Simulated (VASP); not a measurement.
# LiF (Fm-3m) in VASP: elastic constants with PBE

Aim: the elastic constants of LiF with PBE.

All numbers are computed with VASP 6.6.1; they aren't measurements. Logs are shortened: lines on timing, memory, paths and dates and some standing lists are left out, and cuts for length are marked.

## (1) The cell of the first run

It takes space group Fm-3m (No. 225, cubic). The conventional cell has a = 4.068 Å, b = 4.068 Å, c = 4.068 Å, α = 90.00°, β = 90.00°, γ = 90.00°. Li (site symmetry m-3m) has 6 F at 2.03 Å within 2.7 Å. F (site symmetry m-3m) has 6 Li at 2.03 Å within 2.7 Å.

## (2) Elastic constants, PBE

INCAR

```
ALGO = Normal
EDIFF = 1E-8
ENCUT = 600
GGA = PE
IBRION = 6
ISIF = 3
ISMEAR = 0
LASPH = T
LCHARG = F
LREAL = F
LWAVE = F
NELM = 80
NFREE = 2
NSW = 1
POTIM = 0.015
PREC = Accurate
SIGMA = 0.01
```

KPOINTS

```
k-points
0
Gamma
  12 12 12
```

POSCAR

```
LiF
1.0
    0.0000000000      2.0339591442      2.0339591442
    2.0339591442      0.0000000000      2.0339591442
    2.0339591442      2.0339591442      0.0000000000
Li F
1 1
Direct
    0.5000000000      0.5000000000      0.5000000000
    0.0000000000      0.0000000000      0.0000000000
```

Potentials or basis: VASP PAW PBE potentials, release 64 (Li_sv, F).

The run is started by

```console
$ cat potpaw_PBE.64/Li_sv/POTCAR potpaw_PBE.64/F/POTCAR > POTCAR
$ mpirun -np 1 vasp_std > vasp.out
```

OUTCAR:

```text
EDIFF = 1E-8
   ENCUT = 600
   GGA = PE
   IBRION = 6
   ISIF = 3
   ISMEAR = 0
   LASPH = T
   LREAL = F
   NELM = 80
   NFREE = 2
   NSW = 1
   POTIM = 0.015
   PREC = Accurate

 ion  position               nearest neighbor table
   1  0.500  0.500  0.500-   2 2.03   2 2.03   2 2.03   2 2.03   2 2.03   2 2.03
   2  0.000  0.000  0.000-   1 2.03   1 2.03   1 2.03   1 2.03   1 2.03   1 2.03

  LATTYP: Found a face centered cubic cell.
 ALAT       =     4.0679182884

  Lattice vectors:

 A1 = (   0.0000000000,   2.0339591442,   2.0339591442)
 A2 = (   2.0339591442,   0.0000000000,   2.0339591442)
 A3 = (   2.0339591442,   2.0339591442,   0.0000000000)

Analysis of symmetry for initial positions (statically):
=====================================================================
 Subroutine PRICEL returns:
 Original cell was already a primitive cell.

 Routine SETGRP: Setting up the symmetry group for a
 face centered cubic supercell.

 Subroutine GETGRP returns: Found 48 space group operations
 (whereof 48 operations were pure point group operations)
 out of a pool of 48 trial point group operations.

The static configuration has the point symmetry O_h .

Analysis of symmetry for dynamics (positions and initial velocities):
=====================================================================
 Subroutine PRICEL returns:
 Original cell was already a primitive cell.

 Routine SETGRP: Setting up the symmetry group for a
 face centered cubic supercell.

 Subroutine GETGRP returns: Found 48 space group operations
 (whereof 48 operations were pure point group operations)
 out of a pool of 48 trial point group operations.

The dynamic configuration has the point symmetry O_h .

 Subroutine INISYM returns: Found 48 space group operations
 (whereof 48 operations are pure point group operations),
 and found     1 'primitive' translations

----------------------------------------------------------------------------------------

                                     Primitive cell

  volume of cell :      16.8289

  direct lattice vectors                    reciprocal lattice vectors
     0.000000000  2.033959144  2.033959144    -0.245825980  0.245825980  0.245825980
     2.033959144  0.000000000  2.033959144     0.245825980 -0.245825980  0.245825980
     2.033959144  2.033959144  0.000000000     0.245825980  0.245825980 -0.245825980

  length of vectors
     2.876452607  2.876452607  2.876452607     0.425783087  0.425783087  0.425783087

  position of ions in fractional coordinates (direct lattice)
     0.500000000  0.500000000  0.500000000
     0.000000000  0.000000000  0.000000000

  ion indices of the primitive-cell ions
   primitive index   ion index
                 1           1
                 2           2

----------------------------------------------------------------------------------------

 KPOINTS: k-points

Automatic generation of k-mesh.
 Grid dimensions read from file:
 generate k-points for:   12   12   12

 Generating k-lattice:

  Cartesian coordinates                     Fractional coordinates (reciprocal lattice)
    -0.020485498  0.020485498  0.020485498     0.083333333  0.000000000  0.000000000
     0.020485498 -0.020485498  0.020485498     0.000000000  0.083333333  0.000000000
     0.020485498  0.020485498 -0.020485498     0.000000000  0.000000000  0.083333333

  Length of vectors
     0.035481924  0.035481924  0.035481924

  Shift w.r.t. Gamma in fractional coordinates (k-lattice)
     0.000000000  0.000000000  0.000000000

 Subroutine IBZKPT returns following result:
 ===========================================

 Found     72 irreducible k-points:

 Following reciprocal coordinates:
            Coordinates               Weight
  0.000000  0.000000  0.000000      1.000000
  0.083333  0.000000  0.000000      8.000000
  0.166667  0.000000  0.000000      8.000000
  0.250000  0.000000  0.000000      8.000000
  0.333333  0.000000  0.000000      8.000000
  0.416667  0.000000  0.000000      8.000000
[... 16 lines left out ...]
  0.500000  0.166667  0.000000     24.000000
 -0.416667  0.166667  0.000000     24.000000
[... 36 lines left out ...]
   IALGO  =     38    algorithm
   IMIX   =      4    mixing-type and parameters
     AMIX     =   0.40;   BMIX     =  1.00
     AMIX_MAG =   1.60;   BMIX_MAG =  1.00
  volume/ion in A,a.u.               =       8.41        56.78
  Fermi-wavevector in a.u.,A,eV,Ry     =   1.376330  2.600887 25.773306  1.894285
  Thomas-Fermi vector in A             =   2.501585
   LORBIT       =      0    0 simple, 1 ext, 2 COOP (PROOUT), +10 PAW based schemes
   GGA     = PE    functional components
   LHFCALC =     F    Hartree Fock is set to
   AEXX    =    0.0000 exact exchange contribution
   IVDW    =     0    specifies the selected vdW correction
   LEPSILON=     F    determine dielectric tensor
   LRPA    =     F    only Hartree local field effects (RPA)
 finite differences with symmetry
 non-spin polarized calculation
 Gauss-broadening in eV      SIGMA  =   0.01
  energy-cutoff  :      600.00
  volume of cell :       16.83
 maximum number of plane-waves:       588
   NGX = 11   NGY = 11   NGZ = 11

--------------------------------------- Ionic step        1  -------------------------------------------

 number of electron      10.0000000 magnetization

 number of electron       9.9999992 magnetization

 Free energy of the ion-electron system (eV)
  ---------------------------------------------------
  ext. energy  EPLUGINS =         0.00000000
  ---------------------------------------------------
  free energy    TOTEN  =        -9.64320773 eV

  energy without entropy =       -9.64320773  energy(sigma->0) =       -9.64320773

------------------------ aborting loop because EDIFF is reached ----------------------------------------

  FORCE on cell =-STRESS in cart. coord.  units (eV):
  Direction    XX          YY          ZZ          XY          YZ          ZX
  --------------------------------------------------------------------------------------
  -------------------------------------------------------------------------------------
  Total       -0.0777739     -0.0777739     -0.0777739      0.0000000      0.0000000     -0.0000000
  in kB       -7.4043650     -7.4043650     -7.4043650      0.0000000      0.0000000     -0.0000000
  external PRESSURE =      -7.4043650 kB  Pullay stress =       0.0000000 kB
[... 89 lines left out ...]
  FREE ENERGIE OF THE ION-ELECTRON SYSTEM (eV)
  ---------------------------------------------------
  free  energy   TOTEN  =        -9.6430302412 eV

  energy  without entropy=       -9.6430302412  energy(sigma->0) =       -9.64303024

[... ionic steps 4 to 14 ...]

--------------------------------------- Ionic step       15  -------------------------------------------

 number of electron       9.9999993 magnetization

------------------------ aborting loop because EDIFF is reached ----------------------------------------
[... 67 lines left out ...]
--------------------------------------- Ionic step       17  -------------------------------------------

 number of electron       9.9999996 magnetization

 Free energy of the ion-electron system (eV)
  ---------------------------------------------------
  ext. energy  EPLUGINS =         0.00000000
  ---------------------------------------------------
  free energy    TOTEN  =        -9.64305485 eV

  energy without entropy =       -9.64305485  energy(sigma->0) =       -9.64305485

 E-fermi :  -1.0806     XC(G=0):  -9.8399

 val. band max:       -1.1974246275   @ k =   0.0000   0.0000   0.0000
 cond. band min:       7.6324614236   @ k =   0.0000   0.0000   0.0000
 fundamental gap:      8.8298860511
 Fermi energy:        -1.0806289769

 k-point     1 :       0.0000    0.0000    0.0000
  band No.  band energies     occupation
      1     -42.1813      2.00000
      2     -21.0920      2.00000
      3      -1.1978      2.00000
      4      -1.1974      2.00000
      5      -1.1974      2.00000
      6       7.6325      0.00000
      7      22.3626      0.00000
      8      22.3626      0.00000
      9      22.3832      0.00000
[... 265 lines left out ...]
 k-point    24 :      -0.4167    0.1667    0.0000
  band No.  band energies     occupation
      1     -42.1259      2.00000
      2     -20.6149      2.00000
      3      -3.4861      2.00000
      4      -2.0812      2.00000
      5      -1.5328      2.00000
      6      10.4738      0.00000
      7      14.5252      0.00000
      8      17.5293      0.00000
      9      17.7158      0.00000

 [... further k-points ...]

------------------------ aborting loop because EDIFF is reached ----------------------------------------

  FORCE on cell =-STRESS in cart. coord.  units (eV):
  Direction    XX          YY          ZZ          XY          YZ          ZX
  --------------------------------------------------------------------------------------
  -------------------------------------------------------------------------------------
  Total       -0.0745571     -0.0779939     -0.0779939      0.0000000      0.0000000      0.0000000
  in kB       -7.0981159     -7.4253102     -7.4253102      0.0000000      0.0000000      0.0000000
  external PRESSURE =      -7.3162454 kB  Pullay stress =       0.0000000 kB
[... 17 lines left out ...]
  FREE ENERGIE OF THE ION-ELECTRON SYSTEM (eV)
  ---------------------------------------------------
  free  energy   TOTEN  =        -9.6430548483 eV

  energy  without entropy=       -9.6430548483  energy(sigma->0) =       -9.64305485

 INTERNAL STRAIN TENSORS FROM STRAINED CELLS
 ============================================

 INTERNAL STRAIN TENSOR FOR ION    1 for displacements in x,y,z  (eV/Angst):
          X           Y           Z          XY          YZ          ZX
  --------------------------------------------------------------------------------
  x     0.00000     0.00000     0.00000     0.00000    -0.00000     0.00000
  y     0.00000     0.00000    -0.00000    -0.00000     0.00000     0.00000
  z    -0.00000     0.00000    -0.00000     0.00000    -0.00000     0.00000

 INTERNAL STRAIN TENSORS FROM DISPLACED ATOMS
 ============================================

 INTERNAL STRAIN TENSOR FOR ION    1 for displacements in x,y,z  (eV/Angst):
          X           Y           Z          XY          YZ          ZX
  --------------------------------------------------------------------------------
  x     0.00000     0.00000     0.00000     0.00000     0.00000     0.00000
  y     0.00000     0.00000     0.00000     0.00000     0.00000     0.00000
  z     0.00000     0.00000     0.00000     0.00000     0.00000     0.00000

 INTERNAL STRAIN TENSOR FOR ION    2 for displacements in x,y,z  (eV/Angst):
          X           Y           Z          XY          YZ          ZX
  --------------------------------------------------------------------------------
  x     0.00000     0.00000     0.00000     0.00000     0.00000     0.00000
  y     0.00000     0.00000     0.00000     0.00000     0.00000     0.00000
  z     0.00000     0.00000     0.00000     0.00000     0.00000     0.00000

 Eigenvectors and eigenvalues of the dynamical matrix
 ----------------------------------------------------

   1 f  =    8.160639 THz    51.274810 2PiTHz  272.209630 cm-1    33.749678 meV
             X         Y         Z           dx          dy          dz
      2.033959  2.033959  2.033959    -0.855932    0.000000    0.000000
      0.000000  0.000000  0.000000     0.517089    0.000000    0.000000
[... 21 lines left out ...]
   6 f/i=    0.019813 THz     0.124487 2PiTHz    0.660883 cm-1     0.081939 meV
             X         Y         Z           dx          dy          dz
      2.033959  2.033959  2.033959     0.000000   -0.156800   -0.492742
      0.000000  0.000000  0.000000     0.000000   -0.259550   -0.815631

--------------------------------------------------------------------------------------------------------

 ELASTIC MODULI CONTR FROM IONIC RELAXATION (kBar)
 Direction    XX          YY          ZZ          XY          YZ          ZX
 --------------------------------------------------------------------------------
 XX           0.0000      0.0000      0.0000      0.0000      0.0000      0.0000
 YY           0.0000      0.0000      0.0000      0.0000      0.0000      0.0000
 ZZ           0.0000      0.0000      0.0000      0.0000      0.0000      0.0000
 XY           0.0000      0.0000      0.0000      0.0000      0.0000      0.0000
 YZ           0.0000      0.0000      0.0000      0.0000      0.0000      0.0000
 ZX           0.0000      0.0000      0.0000      0.0000      0.0000      0.0000
 --------------------------------------------------------------------------------

 TOTAL ELASTIC MODULI (kBar)
 Direction    XX          YY          ZZ          XY          YZ          ZX
 --------------------------------------------------------------------------------
 XX        1068.6859    439.4019    439.4019     -0.0000     -0.0000      0.0000
 YY         439.4019   1068.6859    439.4019      0.0000     -0.0000      0.0000
 ZZ         439.4019    439.4019   1068.6859     -0.0000      0.0000      0.0000
 XY          -0.0000      0.0000     -0.0000    594.8025      0.0000      0.0000
 YZ          -0.0000     -0.0000      0.0000      0.0000    594.8025      0.0000
 ZX           0.0000      0.0000      0.0000      0.0000      0.0000    594.8025
 --------------------------------------------------------------------------------
```

It took 8.6 min on 1 thread of Intel Xeon 8259CL, shared host; peak memory 0.28 GiB.

Results:

```
Elastic constants C11, C12, C44                         : 107, 44, 59 GPa
Voigt bulk modulus                                      : 65 GPa
Highest phonon frequency at Γ, LO-TO splitting left out : 272 cm⁻¹
```

Phonon frequencies in cm⁻¹ (negative: imaginary):
```
              q point           frequencies
(0.000, 0.000, 0.000)  -1 -1 -1 272 272 272
```

Elastic tensor in Voigt notation (GPa, in the Cartesian axes of the cell as first typed):
```
107  44  44   0   0   0
 44 107  44   0   0   0
 44  44 107   0   0   0
  0   0   0  59   0   0
  0   0   0   0  59   0
  0   0   0   0   0  59
```

Clamped-ion elastic tensor (GPa):
```
107  44  44   0   0   0
 44 107  44   0   0   0
 44  44 107   0   0   0
  0   0   0  59   0   0
  0   0   0   0  59   0
  0   0   0   0   0  59
```

Caveat: the cutoff is under 1.25 times the usual one of these potentials, so pressure, stress and relaxed cells hold a basis-set (Pulay) error.
